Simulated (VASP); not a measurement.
# GaAs (F-43m) in VASP: a series of runs

GaAs is run at these levels: LDA; tasks: vibrations by perturbation theory.

All numbers are computed with VASP 6.6.1; they aren't measurements. Logs are shortened: lines on timing, memory, paths and dates and some standing lists are left out, and cuts for length are marked.

## Step 1: The cell of the first run

It takes space group F-43m (No. 216, cubic). Conventional cell: a = 5.603 Å, b = 5.603 Å, c = 5.603 Å, α = 90.00°, β = 90.00°, γ = 90.00°. Within 3.2 Å of Ga (site symmetry -43m) lie 4 As at 2.43 Å. As (site symmetry -43m) has 4 Ga at 2.43 Å within 3.2 Å.

## Step 2: Vibrations by perturbation theory, LDA

INCAR

```
SYSTEM = GaAs
PREC = Accurate
ENCUT = 520
EDIFF = 1E-8
ISMEAR = 0
SIGMA = 0.01
LREAL = .False.
LASPH = .True.
NELM = 80
ALGO = Normal
ISIF = 2
LWAVE = .False.
LCHARG = .False.
NBANDS = 16
IBRION = 8
NSW = 1
```

KPOINTS

```
regular mesh
0
Gamma
  8 8 8
  0 0 0
```

POSCAR

```
GaAs
1.0
    0.0000000000      2.8014227801      2.8014227801
    2.8014227801      0.0000000000      2.8014227801
    2.8014227801      2.8014227801      0.0000000000
Ga As
1 1
Direct
    0.0000000000      0.0000000000      0.0000000000
    0.7500000000      0.7500000000      0.7500000000
```

Potentials or basis: VASP PAW LDA potentials, release 64 (Ga_d, As).

The run is started by

```sh
$ cat potpaw_LDA.64/Ga_d/POTCAR potpaw_LDA.64/As/POTCAR > POTCAR
$ mpirun -np 1 vasp_std > vasp.out
```

OUTCAR:

```text
SYSTEM = GaAs
   PREC = Accurate
   ENCUT = 520
   EDIFF = 1E-8
   ISMEAR = 0
   LREAL = .False.
   LASPH = .True.
   NELM = 80
   ISIF = 2
   IBRION = 8
   NSW = 1

 ion  position               nearest neighbor table
   1  0.000  0.000  0.000-   2 2.43   2 2.43   2 2.43   2 2.43
   2  0.750  0.750  0.750-   1 2.43   1 2.43   1 2.43   1 2.43

  LATTYP: Found a face centered cubic cell.
 ALAT       =     5.6028455602

  Lattice vectors:

 A1 = (   0.0000000000,   2.8014227801,   2.8014227801)
 A2 = (   2.8014227801,   0.0000000000,   2.8014227801)
 A3 = (   2.8014227801,   2.8014227801,   0.0000000000)

Analysis of symmetry for initial positions (statically):
=====================================================================
 Subroutine PRICEL returns:
 Original cell was already a primitive cell.

 Routine SETGRP: Setting up the symmetry group for a
 face centered cubic supercell.

 Subroutine GETGRP returns: Found 24 space group operations
 (whereof 24 operations were pure point group operations)
 out of a pool of 48 trial point group operations.

The static configuration has the point symmetry T_d .

Analysis of symmetry for dynamics (positions and initial velocities):
=====================================================================
 Subroutine PRICEL returns:
 Original cell was already a primitive cell.

 Routine SETGRP: Setting up the symmetry group for a
 face centered cubic supercell.

 Subroutine GETGRP returns: Found 24 space group operations
 (whereof 24 operations were pure point group operations)
 out of a pool of 48 trial point group operations.

The dynamic configuration has the point symmetry T_d .

 Subroutine INISYM returns: Found 24 space group operations
 (whereof 24 operations are pure point group operations),
 and found     1 'primitive' translations

----------------------------------------------------------------------------------------

                                     Primitive cell

  volume of cell :      43.9710

  direct lattice vectors                    reciprocal lattice vectors
     0.000000000  2.801422780  2.801422780    -0.178480736  0.178480736  0.178480736
     2.801422780  0.000000000  2.801422780     0.178480736 -0.178480736  0.178480736
     2.801422780  2.801422780  0.000000000     0.178480736  0.178480736 -0.178480736

  length of vectors
     3.961810090  3.961810090  3.961810090     0.309137703  0.309137703  0.309137703

  position of ions in fractional coordinates (direct lattice)
     0.000000000  0.000000000  0.000000000
     0.750000000  0.750000000  0.750000000

  ion indices of the primitive-cell ions
   primitive index   ion index
                 1           1
                 2           2

----------------------------------------------------------------------------------------

 KPOINTS: regular mesh

Automatic generation of k-mesh.
 Grid dimensions read from file:
 generate k-points for:    8    8    8

 Generating k-lattice:

  Cartesian coordinates                     Fractional coordinates (reciprocal lattice)
    -0.022310092  0.022310092  0.022310092     0.125000000  0.000000000  0.000000000
     0.022310092 -0.022310092  0.022310092     0.000000000  0.125000000  0.000000000
     0.022310092  0.022310092 -0.022310092     0.000000000  0.000000000  0.125000000

  Length of vectors
     0.038642213  0.038642213  0.038642213

  Shift w.r.t. Gamma in fractional coordinates (k-lattice)
     0.000000000  0.000000000  0.000000000

 Subroutine IBZKPT returns following result:
 ===========================================

 Found     29 irreducible k-points:

 Following reciprocal coordinates:
            Coordinates               Weight
  0.000000  0.000000  0.000000      1.000000
  0.125000  0.000000  0.000000      8.000000
  0.250000  0.000000  0.000000      8.000000
  0.375000  0.000000  0.000000      8.000000
  0.500000  0.000000  0.000000      4.000000
  0.125000  0.125000  0.000000      6.000000
[... 16 lines left out ...]
  0.500000  0.250000  0.125000     48.000000
 -0.375000  0.250000  0.125000     24.000000
 [... further k-points ...]
   k-points           NKPTS =     29   k-points in BZ     NKDIM =     29   number of bands    NBANDS=     16
   number of dos      NEDOS =    301   number of ions     NIONS =      2
   total plane-waves  NPLWV =  27000
   dimension x,y,z NGX =    30 NGY =   30 NGZ =   30
   dimension x,y,z NGXF=    60 NGYF=   60 NGZF=   60
   ions per type =               1   1
   NGX,Y,Z   is equivalent  to a cutoff of  12.59, 12.59, 12.59 a.u.
   NGXF,Y,Z  is equivalent  to a cutoff of  25.18, 25.18, 25.18 a.u.
 SYSTEM =  GaAs
   PREC   = accura    normal or accurate (medium, high low for compatibility)
   ISTART =      0    job   : 0-new  1-cont  2-samecut
   ICHARG =      2    charge: 1-file 2-atom 10-const
   ISPIN  =      1    spin polarized calculation?
   LNONCOLLINEAR =      F non collinear calculations
   LSORBIT =      F    spin-orbit coupling
   LASPH  =      T    aspherical Exc in radial PAW
   ENCUT  =  520.0 eV  38.22 Ry    6.18 a.u.   7.37  7.37  7.37*2*pi/ulx,y,z
   NELM   =     80;   NELMIN=  2; NELMDL= -5     # of ELM steps
   EDIFF  = 0.1E-07   stopping-criterion for ELM
   LREAL  =      F    real-space projection
   EDIFFG = 0.1E-06   stopping-criterion for IOM
   NSW    =      1    number of steps for IOM
   IBRION =      8    ionic relax: 0-MD 1-quasi-New 2-CG
   NFREE  =      0    steps in history (QN), initial steepest desc. (CG)
   ISIF   =      2    stress and relaxation
   ISYM   =      2    0-nonsym 1-usesym 2-fastsym
   POTIM  = 0.5000    time-step for ionic-motion
   TEBEG  =    0.0;   TEEND  =   0.0 temperature during run
   PSTRESS=    0.0 pullay stress
   NELECT =      18.0000    total number of electrons
   NUPDOWN=      -1.0000    fix difference up-down
   EMIN   =  10.00;   EMAX   =-10.00  energy-range for DOS
   EFERMI =   0.00;   METHOD = LEGACY
   ISMEAR =     0;   SIGMA  =   0.01  broadening in eV -4-tet -1-fermi 0-gaus
   EFERMI_NEDOS =   21; number of points for ismear=-14 and -15
   IALGO  =     38    algorithm
   IMIX   =      4    mixing-type and parameters
     AMIX     =   0.40;   BMIX     =  1.00
     AMIX_MAG =   1.60;   BMIX_MAG =  1.00
  volume/ion in A,a.u.               =      21.99       148.37
  Fermi-wavevector in a.u.,A,eV,Ry     =   1.215562  2.297079 20.103836  1.477590
  Thomas-Fermi vector in A             =   2.350945
   LORBIT       =      0    0 simple, 1 ext, 2 COOP (PROOUT), +10 PAW based schemes
   GGA     = CA    functional components
   LHFCALC =     F    Hartree Fock is set to
   AEXX    =    0.0000 exact exchange contribution
   IVDW    =     0    specifies the selected vdW correction
   LEPSILON=     F    determine dielectric tensor
   LRPA    =     F    only Hartree local field effects (RPA)
 non-spin polarized calculation
 Gauss-broadening in eV      SIGMA  =   0.01
  energy-cutoff  :      520.00
  volume of cell :       43.97
 maximum number of plane-waves:      1243
 NGX is ok and might be reduce to    30
   NGX = 15   NGY = 15   NGZ = 15

--------------------------------------- Ionic step        1  -------------------------------------------

 number of electron      18.0000013 magnetization

 Free energy of the ion-electron system (eV)
  ---------------------------------------------------
  ext. energy  EPLUGINS =         0.00000000
  ---------------------------------------------------
  free energy    TOTEN  =        -9.63683642 eV

  energy without entropy =       -9.63683642  energy(sigma->0) =       -9.63683642

 E-fermi :   4.1444     XC(G=0): -10.0319

 val. band max:        4.0649387447   @ k =   0.0000   0.0000   0.0000
 cond. band min:       4.6014474829   @ k =   0.0000   0.0000   0.0000
 fundamental gap:      0.5365087382
 Fermi energy:         4.1443650421

 k-point     1 :       0.0000    0.0000    0.0000
  band No.  band energies     occupation
      1     -10.9172      2.00000
      2     -10.9172      2.00000
      3     -10.9172      2.00000
      4     -10.8323      2.00000
      5     -10.8323      2.00000
      6      -8.8973      2.00000
[... 8 lines left out ...]
     15      14.3031      0.00000
     16      14.3031      0.00000
[... 420 lines left out ...]
  band No.  band energies     occupation
      1     -11.0113      2.00000
      2     -10.8906      2.00000
      3     -10.8822      2.00000
      4     -10.8372      2.00000
      5     -10.8286      2.00000
      6      -6.6895      2.00000
[... 8 lines left out ...]
     15      15.6570      0.00000
     16      16.2520      0.00000

 [... further k-points ...]
[... 5 lines left out ...]
  --------------------------------------------------------------------------------------
  -------------------------------------------------------------------------------------
  Total        0.0852392      0.0852392      0.0852392      0.0000000      0.0000000      0.0000000
  in kB        3.1058769      3.1058769      3.1058769      0.0000000      0.0000000      0.0000000
  external PRESSURE =       3.1058769 kB  Pullay stress =       0.0000000 kB

 VOLUME and BASIS-vectors are now :
 -----------------------------------------------------------------------------
  energy-cutoff  :      520.00
  volume of cell :       43.97
      direct lattice vectors                 reciprocal lattice vectors
     0.000000000  2.801422780  2.801422780    -0.178480736  0.178480736  0.178480736
     2.801422780  0.000000000  2.801422780     0.178480736 -0.178480736  0.178480736
     2.801422780  2.801422780  0.000000000     0.178480736  0.178480736 -0.178480736

 POSITION                                       TOTAL-FORCE (eV/Angst)
 -----------------------------------------------------------------------------------
      0.00000      0.00000      0.00000         0.000000     -0.000000     -0.000000
      4.20213      4.20213      4.20213        -0.000000      0.000000      0.000000
 -----------------------------------------------------------------------------------
    total drift:                                0.000001      0.000001      0.000000

  FREE ENERGIE OF THE ION-ELECTRON SYSTEM (eV)
  ---------------------------------------------------
  free  energy   TOTEN  =        -9.6368364220 eV

  energy  without entropy=       -9.6368364220  energy(sigma->0) =       -9.63683642

[... ionic steps 2 to 3 ...]

--------------------------------------- Ionic step        4  -------------------------------------------

------------------------ aborting loop because EDIFF is reached ----------------------------------------

[... ionic steps 5 to 6 ...]

--------------------------------------- Ionic step        7  -------------------------------------------

 Free energy of the ion-electron system (eV)
  ---------------------------------------------------
  ---------------------------------------------------
  free energy    TOTEN  =        -0.04455081 eV

  energy without entropy =       -0.04455081

------------------------ aborting loop because EDIFF is reached ----------------------------------------

 INTERNAL STRAIN TENSOR  FOR ION    2  DIRECTION 1   (eV/Angst):
 -----------------------------------------------------------------------------
    -0.01143  0.00000  0.00000
     0.00000  0.00765  7.41498
     0.00000  7.41498  0.00765

 INTERNAL STRAIN TENSOR FOR ION    2 for displacements in x,y,z  (eV/Angst):
          X           Y           Z          XY          YZ          ZX
  --------------------------------------------------------------------------------
  x    -0.00000     0.00000     0.00000     0.00000     7.41498     0.00000
  y     0.00000     0.00000     0.00000     0.00000     0.00000     7.41498
  z     0.00000     0.00000    -0.00000     7.41498     0.00000     0.00000

 SECOND DERIVATIVES (NOT SYMMETRIZED)
 ------------------------------------
               1X          1Y          1Z          2X          2Y          2Z
  1X    -9.794778    0.000000    0.000000    9.794778    0.000000    0.000000
  1Y     0.000000   -9.794778    0.000000    0.000000    9.794778    0.000000
  1Z     0.000000    0.000000   -9.794778    0.000000    0.000000    9.794778
  2X     9.738240    0.000000    0.000000   -9.738240   -0.000000   -0.000000
  2Y     0.000000    9.738240    0.000000   -0.000000   -9.738240   -0.000000
  2Z     0.000000    0.000000    9.738240   -0.000000   -0.000000   -9.738240

 Eigenvectors and eigenvalues of the dynamical matrix
 ----------------------------------------------------

   1 f  =    8.130223 THz    51.083696 2PiTHz  271.195040 cm-1    33.623885 meV
             X         Y         Z           dx          dy          dz
      0.000000  0.000000  0.000000     0.720706   -0.000000   -0.000000
      4.202134  4.202134  4.202134    -0.693241    0.000000    0.000000

   2 f  =    8.130223 THz    51.083696 2PiTHz  271.195040 cm-1    33.623885 meV
             X         Y         Z           dx          dy          dz
      0.000000  0.000000  0.000000    -0.000000    0.720706   -0.000000
      4.202134  4.202134  4.202134    -0.000000   -0.693241    0.000000
[... 11 lines left out ...]
   5 f/i=    0.011757 THz     0.073874 2PiTHz    0.392187 cm-1     0.048625 meV
             X         Y         Z           dx          dy          dz
      0.000000  0.000000  0.000000    -0.000000    0.693241   -0.000000
      4.202134  4.202134  4.202134    -0.000000    0.720706    0.000000

   6 f/i=    0.011757 THz     0.073874 2PiTHz    0.392187 cm-1     0.048625 meV
             X         Y         Z           dx          dy          dz
      0.000000  0.000000  0.000000    -0.000000   -0.000000   -0.693241
      4.202134  4.202134  4.202134     0.000000    0.000000   -0.720706

--------------------------------------------------------------------------------------------------------

 ELASTIC MODULI CONTR FROM IONIC RELAXATION (kBar)
 Direction    XX          YY          ZZ          XY          YZ          ZX
 --------------------------------------------------------------------------------
 XX          -0.0000     -0.0000      0.0000     -0.0000      0.0000     -0.0000
 YY          -0.0000     -0.0000     -0.0000     -0.0000     -0.0000     -0.0000
 ZZ           0.0000     -0.0000     -0.0000      0.0000     -0.0000     -0.0000
 XY          -0.0000     -0.0000      0.0000   -203.2810     -0.0000     -0.0000
 YZ           0.0000     -0.0000     -0.0000     -0.0000   -203.2810     -0.0000
 ZX          -0.0000     -0.0000     -0.0000     -0.0000     -0.0000   -203.2810
 --------------------------------------------------------------------------------
```

Wall time 4.5 min (1 thread of Intel Xeon Platinum 8375C at 2.90GHz (Ice Lake), shared host); peak memory 0.3 GiB.

Results:

```
Highest phonon frequency at Γ, LO-TO splitting left out : 271 cm⁻¹
```

Phonon frequencies in cm⁻¹ (negative: imaginary):
```tsv
q point	frequencies
(0.000, 0.000, 0.000)	0 0 0 271 271 271
```

[end of part 1 of 2]
